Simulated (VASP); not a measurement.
# Mn4S (Pm-3m) in VASP: density of states with PBE

Aim: the density of states of Mn4S with PBE.

Program: VASP 6.6.1. These are calculated values, not measurements. Logs are shortened: lines on timing, memory, paths and dates and some standing lists are left out, and cuts for length are marked.

## Step 1: The cell of the first run

It takes space group Pm-3m (No. 221, cubic). The conventional cell has a = 4.203 Å, b = 4.203 Å, c = 4.203 Å, α = 90.00°, β = 90.00°, γ = 90.00°. S (site symmetry m-3m) has 20 Mn at 2.97 to 3.64 Å within 3.9 Å. Mn (site symmetry m-3m) has 6 Mn at 2.10 Å within 2.8 Å. Mn (site symmetry 4/mmm) has 2 Mn at 2.10 Å within 2.8 Å.

## Step 2: Density of states, PBE

Input file POSCAR:

```
Mn4S
1.0
    4.2026440000      0.0000000000      0.0000000000
    0.0000000000      4.2026440000      0.0000000000
    0.0000000000      0.0000000000      4.2026440000
S Mn
1 4
Direct
    0.0000000000      0.0000000000      0.0000000000
    0.5000000000      0.5000000000      0.5000000000
    0.0000000000      0.5000000000      0.5000000000
    0.5000000000      0.0000000000      0.5000000000
    0.5000000000      0.5000000000      0.0000000000
```

Input file INCAR.step1:

```
SYSTEM = Mn4S
PREC = Accurate
ENCUT = 520
EDIFF = 1E-7
ISMEAR = -1
SIGMA = 0.1
LREAL = .FALSE.
LASPH = .TRUE.
NELM = 100
ALGO = Normal
ISIF = 2
LWAVE = .FALSE.
LCHARG = .TRUE.
LMAXMIX = 4
GGA = PE
NBANDS = 37
```

Input file KPOINTS.step1:

```
Automatic mesh
0
G
  8 8 8
  0 0 0
```

Input file INCAR.step2:

```
SYSTEM = Mn4S
PREC = Accurate
ENCUT = 520
EDIFF = 1E-7
ISMEAR = -5
SIGMA = 0.1
LREAL = .FALSE.
LASPH = .TRUE.
NELM = 100
ALGO = Normal
ISIF = 2
LWAVE = .FALSE.
LCHARG = .FALSE.
LMAXMIX = 4
GGA = PE
LORBIT = 10
NBANDS = 37
NEDOS = 1001
ICHARG = 11
```

Input file KPOINTS.step2:

```
Automatic mesh
0
G
  12 12 12
  0 0 0
```

Potentials or basis: VASP PAW PBE potentials, release 64 (S, Mn_pv).

On the command line:

```bash
> cat potpaw_PBE.64/S/POTCAR potpaw_PBE.64/Mn_pv/POTCAR > POTCAR
> cp INCAR.step1 INCAR
> cp KPOINTS.step1 KPOINTS
> mpirun -np 1 vasp_std > vasp.out
> cp INCAR.step2 INCAR
> cp KPOINTS.step2 KPOINTS
> mpirun -np 1 vasp_std > vasp.out
```

OUTCAR:

```text
SYSTEM = Mn4S
   PREC = Accurate
   ENCUT = 520
   EDIFF = 1E-7
   ISMEAR = -5
   LREAL = .FALSE.
   LASPH = .TRUE.
   NELM = 100
   ISIF = 2
   GGA = PE
   LORBIT = 10
   ICHARG = 11

 ion  position               nearest neighbor table
   1  0.000  0.000  0.000-   3 2.97   4 2.97   5 2.97   3 2.97   4 2.97   3 2.97   5 2.97   3 2.97
                             4 2.97   5 2.97   4 2.97   5 2.97
   2  0.500  0.500  0.500-   3 2.10   4 2.10   5 2.10   5 2.10   4 2.10   3 2.10
   3  0.000  0.500  0.500-   2 2.10   2 2.10   4 2.97   5 2.97   1 2.97   5 2.97   1 2.97   4 2.97
                             1 2.97   1 2.97   4 2.97   5 2.97   5 2.97   4 2.97
   4  0.500  0.000  0.500-   2 2.10   2 2.10   3 2.97   5 2.97   1 2.97   5 2.97   1 2.97   3 2.97
                             5 2.97   5 2.97   1 2.97   3 2.97   1 2.97   3 2.97
   5  0.500  0.500  0.000-   2 2.10   2 2.10   3 2.97   4 2.97   1 2.97   3 2.97   4 2.97   1 2.97
                             4 2.97   4 2.97   1 2.97   3 2.97   3 2.97   1 2.97

  LATTYP: Found a simple cubic cell.
 ALAT       =     4.2026440000

  Lattice vectors:

 A1 = (   4.2026440000,   0.0000000000,   0.0000000000)
 A2 = (   0.0000000000,   4.2026440000,   0.0000000000)
 A3 = (   0.0000000000,   0.0000000000,   4.2026440000)

Analysis of symmetry for initial positions (statically):
=====================================================================
 Subroutine PRICEL returns:
 Original cell was already a primitive cell.

 Routine SETGRP: Setting up the symmetry group for a
 simple cubic supercell.

 Subroutine GETGRP returns: Found 48 space group operations
 (whereof 48 operations were pure point group operations)
 out of a pool of 48 trial point group operations.

The static configuration has the point symmetry O_h .

Analysis of symmetry for dynamics (positions and initial velocities):
=====================================================================
 Subroutine PRICEL returns:
 Original cell was already a primitive cell.

 Routine SETGRP: Setting up the symmetry group for a
 simple cubic supercell.

 Subroutine GETGRP returns: Found 48 space group operations
 (whereof 48 operations were pure point group operations)
 out of a pool of 48 trial point group operations.

The dynamic configuration has the point symmetry O_h .

 Subroutine INISYM returns: Found 48 space group operations
 (whereof 48 operations are pure point group operations),
 and found     1 'primitive' translations

----------------------------------------------------------------------------------------

                                     Primitive cell

  volume of cell :      74.2280

  direct lattice vectors                    reciprocal lattice vectors
     4.202644000  0.000000000  0.000000000     0.237945446  0.000000000  0.000000000
     0.000000000  4.202644000  0.000000000     0.000000000  0.237945446  0.000000000
     0.000000000  0.000000000  4.202644000     0.000000000  0.000000000  0.237945446

  length of vectors
     4.202644000  4.202644000  4.202644000     0.237945446  0.237945446  0.237945446

  position of ions in fractional coordinates (direct lattice)
     0.000000000  0.000000000  0.000000000
     0.500000000  0.500000000  0.500000000
     0.000000000  0.500000000  0.500000000
     0.500000000  0.000000000  0.500000000
     0.500000000  0.500000000  0.000000000

  ion indices of the primitive-cell ions
   primitive index   ion index
                 1           1
                 2           2
                 3           3
                 4           4
                 5           5

----------------------------------------------------------------------------------------

 KPOINTS: Automatic mesh

Automatic generation of k-mesh.
 Grid dimensions read from file:
 generate k-points for:   12   12   12

 Generating k-lattice:

  Cartesian coordinates                     Fractional coordinates (reciprocal lattice)
     0.019828787  0.000000000  0.000000000     0.083333333  0.000000000  0.000000000
     0.000000000  0.019828787  0.000000000     0.000000000  0.083333333  0.000000000
     0.000000000  0.000000000  0.019828787     0.000000000  0.000000000  0.083333333

  Length of vectors
     0.019828787  0.019828787  0.019828787

  Shift w.r.t. Gamma in fractional coordinates (k-lattice)
     0.000000000  0.000000000  0.000000000

 TETIRR: Found    854 inequivalent tetrahedra from    10368

 Subroutine IBZKPT returns following result:
 ===========================================

 Found     84 irreducible k-points:

 Following reciprocal coordinates:
            Coordinates               Weight
  0.000000  0.000000  0.000000      1.000000
  0.083333  0.000000  0.000000      6.000000
  0.166667  0.000000  0.000000      6.000000
  0.250000  0.000000  0.000000      6.000000
  0.333333  0.000000  0.000000      6.000000
  0.416667  0.000000  0.000000      6.000000
[... 16 lines left out ...]
  0.333333  0.333333  0.000000     12.000000
  0.416667  0.333333  0.000000     24.000000
 [... further k-points ...]
   k-points           NKPTS =     84   k-points in BZ     NKDIM =     84   number of bands    NBANDS=     37
   number of dos      NEDOS =   1001   number of ions     NIONS =      5
   total plane-waves  NPLWV =  32768
   dimension x,y,z NGX =    32 NGY =   32 NGZ =   32
   dimension x,y,z NGXF=    64 NGYF=   64 NGZF=   64
   ions per type =               1   4
   NGX,Y,Z   is equivalent  to a cutoff of  12.66, 12.66, 12.66 a.u.
   NGXF,Y,Z  is equivalent  to a cutoff of  25.32, 25.32, 25.32 a.u.
 SYSTEM =  Mn4S
   PREC   = accura    normal or accurate (medium, high low for compatibility)
   ISTART =      0    job   : 0-new  1-cont  2-samecut
   ICHARG =     11    charge: 1-file 2-atom 10-const
   ISPIN  =      1    spin polarized calculation?
   LNONCOLLINEAR =      F non collinear calculations
   LSORBIT =      F    spin-orbit coupling
   LASPH  =      T    aspherical Exc in radial PAW
   ENCUT  =  520.0 eV  38.22 Ry    6.18 a.u.   7.81  7.81  7.81*2*pi/ulx,y,z
   NELM   =    100;   NELMIN=  2; NELMDL=  0     # of ELM steps
   EDIFF  = 0.1E-06   stopping-criterion for ELM
   LREAL  =      F    real-space projection
   EDIFFG = 0.1E-05   stopping-criterion for IOM
   NSW    =      0    number of steps for IOM
   IBRION =     -1    ionic relax: 0-MD 1-quasi-New 2-CG
   NFREE  =      0    steps in history (QN), initial steepest desc. (CG)
   ISIF   =      2    stress and relaxation
   ISYM   =      2    0-nonsym 1-usesym 2-fastsym
   POTIM  = 0.5000    time-step for ionic-motion
   TEBEG  =    0.0;   TEEND  =   0.0 temperature during run
   PSTRESS=    0.0 pullay stress
   NELECT =      58.0000    total number of electrons
   NUPDOWN=      -1.0000    fix difference up-down
   EMIN   =  10.00;   EMAX   =-10.00  energy-range for DOS
   EFERMI =   0.00;   METHOD = LEGACY
   ISMEAR =    -5;   SIGMA  =   0.10  broadening in eV -4-tet -1-fermi 0-gaus
   EFERMI_NEDOS =   21; number of points for ismear=-14 and -15
   IALGO  =     38    algorithm
   IMIX   =      4    mixing-type and parameters
     AMIX     =   0.40;   BMIX     =  1.00
     AMIX_MAG =   1.60;   BMIX_MAG =  1.00
  volume/ion in A,a.u.               =      14.85       100.18
  Fermi-wavevector in a.u.,A,eV,Ry     =   1.507862  2.849446 30.934851  2.273647
  Thomas-Fermi vector in A             =   2.618392
   LORBIT       =     10    0 simple, 1 ext, 2 COOP (PROOUT), +10 PAW based schemes
   GGA     = PE    functional components
   LHFCALC =     F    Hartree Fock is set to
   AEXX    =    0.0000 exact exchange contribution
   IVDW    =     0    specifies the selected vdW correction
   LEPSILON=     F    determine dielectric tensor
   LRPA    =     F    only Hartree local field effects (RPA)
 non-spin polarized calculation
 Fermi weights with tetrahedron method with Bloechl corrections
  energy-cutoff  :      520.00
  volume of cell :       74.23
 maximum number of plane-waves:      2017
 NGX is ok and might be reduce to    32

 number of electron      57.9999921 magnetization

 Free energy of the ion-electron system (eV)
  ---------------------------------------------------
  ext. energy  EPLUGINS =         0.00000000
  ---------------------------------------------------
  free energy    TOTEN  =       -33.03640083 eV

  energy without entropy =      -33.03640083  energy(sigma->0) =      -33.03640083

 E-fermi :   7.2844     XC(G=0): -11.8008

 val. band max:        7.3055436829   @ k =   0.1667   0.1667   0.1667
 cond. band min:       7.2694017992   @ k =   0.5000   0.1667   0.1667
 fundamental gap:     -0.0361418838
 Fermi energy:         7.2844252057

 k-point     1 :       0.0000    0.0000    0.0000
  band No.  band energies     occupation
      1     -41.8332      2.00000
      2     -41.8332      2.00000
      3     -41.8332      2.00000
      4     -40.6077      2.00000
      5     -40.6077      2.00000
      6     -40.6077      2.00000
[... 29 lines left out ...]
     36       9.4209      0.00000
     37       9.4209      0.00000

 k-point     2 :       0.0833    0.0000    0.0000
  band No.  band energies     occupation
      1     -41.8328      2.00000
      2     -41.8328      2.00000
      3     -41.8065      2.00000
      4     -40.6088      2.00000
      5     -40.6076      2.00000
      6     -40.6076      2.00000
[... 29 lines left out ...]
     36       9.3809      0.00000
     37       9.4199      0.00000

 k-point     3 :       0.1667    0.0000    0.0000
  band No.  band energies     occupation
      1     -41.8315      2.00000
      2     -41.8315      2.00000
      3     -41.7281      2.00000
      4     -40.6129      2.00000
      5     -40.6073      2.00000
      6     -40.6073      2.00000
[... 29 lines left out ...]
     36       9.2617      0.00000
     37       9.4175      0.00000
[... 761 lines left out ...]
 k-point    23 :       0.3333    0.3333    0.0000
  band No.  band energies     occupation
      1     -41.8231      2.00000
      2     -41.4415      2.00000
      3     -41.4240      2.00000
      4     -40.6729      2.00000
      5     -40.6529      2.00000
      6     -40.6232      2.00000
[... 29 lines left out ...]
     36       8.6908      0.00000
     37       8.7418      0.00000

 k-point    24 :       0.4167    0.3333    0.0000
  band No.  band energies     occupation
      1     -41.8218      2.00000
      2     -41.4317      2.00000
      3     -41.2409      2.00000
      4     -40.8163      2.00000
      5     -40.6566      2.00000
      6     -40.6303      2.00000
[... 29 lines left out ...]
     36       8.6771      0.00000
     37       8.7204      0.00000

 [... further k-points ...]
[... 5 lines left out ...]
  --------------------------------------------------------------------------------------
  -------------------------------------------------------------------------------------
  Total       -2.2861179     -2.2861179     -2.2861179      0.0000000      0.0000000      0.0000000
  in kB      -49.3448013    -49.3448013    -49.3448013      0.0000000      0.0000000      0.0000000
  external PRESSURE =     -49.3448013 kB  Pullay stress =       0.0000000 kB

 VOLUME and BASIS-vectors are now :
 -----------------------------------------------------------------------------
  energy-cutoff  :      520.00
  volume of cell :       74.23
      direct lattice vectors                 reciprocal lattice vectors
     4.202644000  0.000000000  0.000000000     0.237945446  0.000000000  0.000000000
     0.000000000  4.202644000  0.000000000     0.000000000  0.237945446  0.000000000
     0.000000000  0.000000000  4.202644000     0.000000000  0.000000000  0.237945446

 POSITION                                       TOTAL-FORCE (eV/Angst)
 -----------------------------------------------------------------------------------
      0.00000      0.00000      0.00000         0.000000      0.000000      0.000000
      2.10132      2.10132      2.10132         0.000000      0.000000      0.000000
      0.00000      2.10132      2.10132         0.000000      0.000000      0.000000
      2.10132      0.00000      2.10132         0.000000      0.000000      0.000000
      2.10132      2.10132      0.00000         0.000000      0.000000      0.000000
 -----------------------------------------------------------------------------------
    total drift:                                0.000000     -0.000000     -0.000000

  FREE ENERGIE OF THE ION-ELECTRON SYSTEM (eV)
  ---------------------------------------------------
  free  energy   TOTEN  =       -33.0364008302 eV

  energy  without entropy=      -33.0364008302  energy(sigma->0) =      -33.03640083

 total charge

# of ion       s       p       d       tot
------------------------------------------
    1        1.428   2.036   0.000   3.464
    2        0.597   6.448   5.484  12.529
    3        0.311   6.234   5.204  11.749
    4        0.311   6.234   5.204  11.749
    5        0.311   6.234   5.204  11.749
--------------------------------------------------
tot          2.959  27.185  21.097  51.241
```

It took 82 s on 1 thread of Intel Xeon 6975P-C (Granite Rapids), shared host; peak memory 0.29 GiB.

Results:

```yaml
Valence_electrons_inside_the_program's_atomic_spheres: S 3.46; Mn 12.53, 11.75
```

Levels at points of the mesh, in eV from the Fermi level:
| k point | band 26 | band 27 | band 28 | band 29 | band 30 | band 31 | band 32 | band 33 |
| --- | --- | --- | --- | --- | --- | --- | --- | --- |
| (0.00, 0.00, 0.00) | -0.38 | -0.38 | -0.38 | 0.41 | 0.41 | 0.41 | 0.60 | 1.80 |
| (0.50, 0.00, 0.00) | -1.16 | -0.72 | -0.57 | -0.02 | -0.01 | 0.42 | 0.56 | 0.56 |
| (0.50, 0.50, 0.00) | -0.74 | -0.74 | -0.42 | -0.12 | -0.05 | 0.08 | 0.37 | 0.37 |
| (0.50, 0.50, 0.50) | -1.06 | -1.06 | -0.86 | -0.82 | -0.82 | -0.82 | -0.76 | 0.00 |

Caveat: the run has no spin polarisation, though such a crystal can be magnetic; tetrahedron occupations give inexact forces and stress in metals. Spin polarisation is off, so any magnetic state and its effect on volume and gap are missing.
